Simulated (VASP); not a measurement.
# ZnCu (P4/mmm) in VASP: a series of runs

ZnCu is run at these levels: PBEsol; tasks: electric field gradients.

Program: VASP 6.6.1. These are calculated values, not measurements. Logs are shortened: lines on timing, memory, paths and dates and some standing lists are left out, and cuts for length are marked.

## 1. The cell of the first run

The structure is tetragonal, space group P4/mmm (No. 123). Conventional cell: a = 2.945 Å, b = 2.945 Å, c = 2.886 Å, α = 90.00°, β = 90.00°, γ = 90.00°. Zn (site symmetry 4/mmm) has 8 Cu at 2.53 Å and 6 Zn at 2.89 to 2.94 Å within 3.3 Å. Within 3.3 Å of Cu (site symmetry 4/mmm) lie 8 Zn at 2.53 Å and 6 Cu at 2.89 to 2.94 Å.

## 2. Electric field gradients, PBEsol (zz strain of -2 %)

INCAR reads:

```
PREC     = Accurate       # precision mode
ENCUT    = 520            # plane-wave cutoff, eV
EDIFF    = 1E-8           # SCF threshold, eV
ISMEAR   = -1             # smearing method
SIGMA    = 0.05           # smearing width, eV
LREAL    = F              # projectors in reciprocal space
LASPH    = T              # aspherical terms in the spheres
NELM     = 80             # most SCF steps
ALGO     = Normal         # electronic algorithm
ISIF     = 2              # what is computed and relaxed
LWAVE    = F              # write WAVECAR
LCHARG   = F              # write CHGCAR
GGA      = PS             # functional
LEFG     = T            
NBANDS   = 18             # bands
```

KPOINTS reads:

```
Automatic mesh
0
Gamma
  14 14 14
```

POSCAR reads:

```
ZnCu
1.0
    2.9450000000      0.0000000000      0.0000000000
    0.0000000000      2.9450000000      0.0000000000
    0.0000000000      0.0000000000      2.8861000000
Zn Cu
1 1
Direct
    0.5000000000      0.5000000000      0.5000000000
    0.0000000000      0.0000000000      0.0000000000
```

Potentials or basis: VASP PAW PBE potentials, release 64 (Zn, Cu).

Started as:

```sh
$ cat potpaw_PBE.64/Zn/POTCAR potpaw_PBE.64/Cu/POTCAR > POTCAR
$ mpirun -np 1 vasp_std > vasp.out
```

OUTCAR:

```text
PREC = Accurate
   ENCUT = 520
   EDIFF = 1E-8
   ISMEAR = -1
   LREAL = F
   LASPH = T
   NELM = 80
   ISIF = 2
   GGA = PS

 ion  position               nearest neighbor table
   1  0.500  0.500  0.500-   2 2.53   2 2.53   2 2.53   2 2.53   2 2.53   2 2.53   2 2.53   2 2.53

   2  0.000  0.000  0.000-   1 2.53   1 2.53   1 2.53   1 2.53   1 2.53   1 2.53   1 2.53   1 2.53

  LATTYP: Found a simple tetragonal cell.
 ALAT       =     2.9450000000
 C/A-ratio  =     0.9800000000

  Lattice vectors:

 A1 = (   2.9450000000,   0.0000000000,   0.0000000000)
 A2 = (   0.0000000000,   2.9450000000,   0.0000000000)
 A3 = (   0.0000000000,   0.0000000000,   2.8861000000)

Analysis of symmetry for initial positions (statically):
=====================================================================
 Subroutine PRICEL returns:
 Original cell was already a primitive cell.

 Routine SETGRP: Setting up the symmetry group for a
 simple tetragonal supercell.

 Subroutine GETGRP returns: Found 16 space group operations
 (whereof 16 operations were pure point group operations)
 out of a pool of 16 trial point group operations.

The static configuration has the point symmetry D_4h.

Analysis of symmetry for dynamics (positions and initial velocities):
=====================================================================
 Subroutine PRICEL returns:
 Original cell was already a primitive cell.

 Routine SETGRP: Setting up the symmetry group for a
 simple tetragonal supercell.

 Subroutine GETGRP returns: Found 16 space group operations
 (whereof 16 operations were pure point group operations)
 out of a pool of 16 trial point group operations.

The dynamic configuration has the point symmetry D_4h.

 Subroutine INISYM returns: Found 16 space group operations
 (whereof 16 operations are pure point group operations),
 and found     1 'primitive' translations

----------------------------------------------------------------------------------------

                                     Primitive cell

  volume of cell :      25.0312

  direct lattice vectors                    reciprocal lattice vectors
     2.945000000  0.000000000  0.000000000     0.339558574  0.000000000  0.000000000
     0.000000000  2.945000000  0.000000000     0.000000000  0.339558574  0.000000000
     0.000000000  0.000000000  2.886100000     0.000000000  0.000000000  0.346488341

  length of vectors
     2.945000000  2.945000000  2.886100000     0.339558574  0.339558574  0.346488341

  position of ions in fractional coordinates (direct lattice)
     0.500000000  0.500000000  0.500000000
     0.000000000  0.000000000  0.000000000

  ion indices of the primitive-cell ions
   primitive index   ion index
                 1           1
                 2           2

----------------------------------------------------------------------------------------

 KPOINTS: Automatic mesh

Automatic generation of k-mesh.
 Grid dimensions read from file:
 generate k-points for:   14   14   14

 Generating k-lattice:

  Cartesian coordinates                     Fractional coordinates (reciprocal lattice)
     0.024254184  0.000000000  0.000000000     0.071428571  0.000000000  0.000000000
     0.000000000  0.024254184  0.000000000     0.000000000  0.071428571  0.000000000
     0.000000000  0.000000000  0.024749167     0.000000000  0.000000000  0.071428571

  Length of vectors
     0.024254184  0.024254184  0.024749167

  Shift w.r.t. Gamma in fractional coordinates (k-lattice)
     0.000000000  0.000000000  0.000000000

 Subroutine IBZKPT returns following result:
 ===========================================

 Found    288 irreducible k-points:

 Following reciprocal coordinates:
            Coordinates               Weight
  0.000000  0.000000  0.000000      1.000000
  0.071429  0.000000  0.000000      4.000000
  0.142857  0.000000  0.000000      4.000000
  0.214286  0.000000  0.000000      4.000000
  0.285714  0.000000  0.000000      4.000000
  0.357143  0.000000  0.000000      4.000000
[... 16 lines left out ...]
  0.285714  0.214286  0.000000      8.000000
  0.357143  0.214286  0.000000      8.000000
 [... further k-points ...]
   k-points           NKPTS =    288   k-points in BZ     NKDIM =    288   number of bands    NBANDS=     18
   number of dos      NEDOS =    301   number of ions     NIONS =      2
   total plane-waves  NPLWV =  13824
   dimension x,y,z NGX =    24 NGY =   24 NGZ =   24
   dimension x,y,z NGXF=    48 NGYF=   48 NGZF=   48
   ions per type =               1   1
   NGX,Y,Z   is equivalent  to a cutoff of  13.55, 13.55, 13.82 a.u.
   NGXF,Y,Z  is equivalent  to a cutoff of  27.10, 27.10, 27.65 a.u.
 SYSTEM =  unknown system
   PREC   = accura    normal or accurate (medium, high low for compatibility)
   ISTART =      0    job   : 0-new  1-cont  2-samecut
   ICHARG =      2    charge: 1-file 2-atom 10-const
   ISPIN  =      1    spin polarized calculation?
   LNONCOLLINEAR =      F non collinear calculations
   LSORBIT =      F    spin-orbit coupling
   LASPH  =      T    aspherical Exc in radial PAW
   ENCUT  =  520.0 eV  38.22 Ry    6.18 a.u.   5.48  5.48  5.37*2*pi/ulx,y,z
   NELM   =     80;   NELMIN=  2; NELMDL= -5     # of ELM steps
   EDIFF  = 0.1E-07   stopping-criterion for ELM
   LREAL  =      F    real-space projection
   EDIFFG = 0.1E-06   stopping-criterion for IOM
   NSW    =      0    number of steps for IOM
   IBRION =     -1    ionic relax: 0-MD 1-quasi-New 2-CG
   NFREE  =      0    steps in history (QN), initial steepest desc. (CG)
   ISIF   =      2    stress and relaxation
   ISYM   =      2    0-nonsym 1-usesym 2-fastsym
   POTIM  = 0.5000    time-step for ionic-motion
   TEBEG  =    0.0;   TEEND  =   0.0 temperature during run
   PSTRESS=    0.0 pullay stress
   NELECT =      23.0000    total number of electrons
   NUPDOWN=      -1.0000    fix difference up-down
   EMIN   =  10.00;   EMAX   =-10.00  energy-range for DOS
   EFERMI =   0.00;   METHOD = LEGACY
   ISMEAR =    -1;   SIGMA  =   0.05  broadening in eV -4-tet -1-fermi 0-gaus
   EFERMI_NEDOS =   21; number of points for ismear=-14 and -15
   IALGO  =     38    algorithm
   IMIX   =      4    mixing-type and parameters
     AMIX     =   0.40;   BMIX     =  1.00
     AMIX_MAG =   1.60;   BMIX_MAG =  1.00
  volume/ion in A,a.u.               =      12.52        84.46
  Fermi-wavevector in a.u.,A,eV,Ry     =   1.591562  3.007615 34.464487  2.533068
  Thomas-Fermi vector in A             =   2.690083
   LORBIT       =      0    0 simple, 1 ext, 2 COOP (PROOUT), +10 PAW based schemes
   GGA     = PS    functional components
   LHFCALC =     F    Hartree Fock is set to
   AEXX    =    0.0000 exact exchange contribution
   IVDW    =     0    specifies the selected vdW correction
   LEPSILON=     F    determine dielectric tensor
   LRPA    =     F    only Hartree local field effects (RPA)
 non-spin polarized calculation
  energy-cutoff  :      520.00
  volume of cell :       25.03
 maximum number of plane-waves:       695
 NGX is ok and might be reduce to    24
   NGX = 11   NGY = 11   NGZ = 11

 number of electron      22.9999997 magnetization

 Free energy of the ion-electron system (eV)
  ---------------------------------------------------
  ext. energy  EPLUGINS =         0.00000000
  ---------------------------------------------------
  free energy    TOTEN  =        -6.09742279 eV

  energy without entropy =       -6.09401742  energy(sigma->0) =       -6.09572010

 E-fermi :   5.5773     XC(G=0): -12.6799

 val. band max:        5.5672215853   @ k =   0.2143   0.1429   0.3571
 cond. band min:       5.5995557529   @ k =   0.2857   0.0000   0.0000
 fundamental gap:      0.0323341677
 Fermi energy:         5.5773166985

 k-point     1 :       0.0000    0.0000    0.0000
  band No.  band energies     occupation
      1      -4.9670      2.00000
      2      -2.3383      2.00000
      3      -2.3281      2.00000
      4      -1.6191      2.00000
      5      -1.5899      2.00000
      6      -1.5899      2.00000
[... 10 lines left out ...]
     17      18.2656      0.00000
     18      28.9814      0.00000
[... 463 lines left out ...]
 k-point    24 :       0.3571    0.2143    0.0000
  band No.  band energies     occupation
      1      -2.5599      2.00000
      2      -2.1429      2.00000
      3      -1.8720      2.00000
      4      -1.7520      2.00000
      5      -1.6369      2.00000
      6      -1.2019      2.00000
[... 10 lines left out ...]
     17      21.9233      0.00000
     18      22.8340      0.00000

 [... further k-points ...]

------------------------ aborting loop because EDIFF is reached ----------------------------------------

  FORCE on cell =-STRESS in cart. coord.  units (eV):
  Direction    XX          YY          ZZ          XY          YZ          ZX
  --------------------------------------------------------------------------------------
  -------------------------------------------------------------------------------------
  Total       -0.3078399     -0.3078399     -0.1515624      0.0000000      0.0000000      0.0000000
  in kB      -19.7039580    -19.7039580     -9.7010827      0.0000000      0.0000000      0.0000000
  external PRESSURE =     -16.3696662 kB  Pullay stress =       0.0000000 kB

 VOLUME and BASIS-vectors are now :
 -----------------------------------------------------------------------------
  energy-cutoff  :      520.00
  volume of cell :       25.03
      direct lattice vectors                 reciprocal lattice vectors
     2.945000000  0.000000000  0.000000000     0.339558574  0.000000000  0.000000000
     0.000000000  2.945000000  0.000000000     0.000000000  0.339558574  0.000000000
     0.000000000  0.000000000  2.886100000     0.000000000  0.000000000  0.346488341

 POSITION                                       TOTAL-FORCE (eV/Angst)
 -----------------------------------------------------------------------------------
      1.47250      1.47250      1.44305         0.000000      0.000000      0.000000
      0.00000      0.00000      0.00000         0.000000      0.000000      0.000000
 -----------------------------------------------------------------------------------
    total drift:                                0.000000      0.000000     -0.000000

  FREE ENERGIE OF THE ION-ELECTRON SYSTEM (eV)
  ---------------------------------------------------
  free  energy   TOTEN  =        -6.0974227863 eV

  energy  without entropy=       -6.0940174230  energy(sigma->0) =       -6.09572010

 Electric field gradients (V/A^2)
---------------------------------------------------------------------
 ion       V_xx      V_yy      V_zz      V_xy      V_xz      V_yz
---------------------------------------------------------------------
   1       1.108     1.108    -2.216    -0.000    -0.000     0.000
   2       2.003     2.003    -4.007     0.000     0.000     0.000
---------------------------------------------------------------------

 Electric field gradients after diagonalization (V/A^2)
 (convention: |V_zz| > |V_xx| > |V_yy|)
----------------------------------------------------------------------
 ion       V_xx      V_yy      V_zz     asymmetry (V_yy - V_xx)/ V_zz
----------------------------------------------------------------------
   1       1.108     1.108    -2.216       0.000
   2       2.003     2.003    -4.007       0.000
----------------------------------------------------------------------

           NMR quadrupolar parameters

 Cq : quadrupolar parameter    Cq=e*Q*V_zz/h
 eta: asymmetry parameters     (V_yy - V_xx)/ V_zz
 Q  : nuclear electric quadrupole moment in mb (millibarn)
----------------------------------------------------------------------
 ion       Cq(MHz)       eta       Q (mb)
----------------------------------------------------------------------
   1      -0.005       0.000       1.000
   2      -0.010       0.000       1.000
----------------------------------------------------------------------
```

It took 3.4 min on 1 thread of Intel Xeon 8259CL, shared host; peak memory 0.25 GiB.

What came out:

```yaml
Free_energy: -6.0974 eV
Pressure: -1.6 GPa
Band_gap_on_the_k_mesh: zero (an odd number of electrons rules out a gap without spin polarisation)
Largest_electric_field_gradient_by_atom: Zn -2.2; Cu -4.0 V/Å²
```

Levels at points of the mesh, in eV from the Fermi level:
| k point | band 10 | band 11 | band 12 | band 13 | band 14 | band 15 |
| --- | --- | --- | --- | --- | --- | --- |
| (0.00, 0.00, 0.00) | -2.78 | -2.78 | 6.01 | 6.01 | 6.73 | 11.18 |
| (0.50, 0.00, 0.00) | -3.31 | -2.85 | -2.09 | 11.55 | 12.16 | 12.21 |
| (0.50, 0.50, 0.00) | -2.56 | -2.09 | -2.09 | 1.69 | 2.00 | 14.44 |
| (0.00, 0.00, 0.50) | -3.38 | -2.89 | -1.95 | 11.76 | 11.76 | 12.35 |
| (0.50, 0.00, 0.50) | -2.53 | -1.97 | -1.93 | 1.88 | 2.22 | 13.92 |
| (0.50, 0.50, 0.50) | -2.50 | 3.95 | 4.29 | 4.38 | 4.38 | 4.43 |

Electric field gradients, principal values (V/Å²):
| atom | least | middle | greatest (by size) |
| --- | --- | --- | --- |
| 1 Zn | 1.108 | 1.108 | -2.216 |
| 2 Cu | 2.003 | 2.003 | -4.007 |

Caveat: the cell differs from its parent crystal (zz strain of -2 %); without QUAD_EFG the Cq values of the log hold for a quadrupole moment of 1 mb, not for the nuclei; the PAW data sets were made with another functional, which shifts forces and pressure a little.

[end of part 1 of 2]

The gap in the log of VASP goes by the Fermi energy; the results here count the filled bands.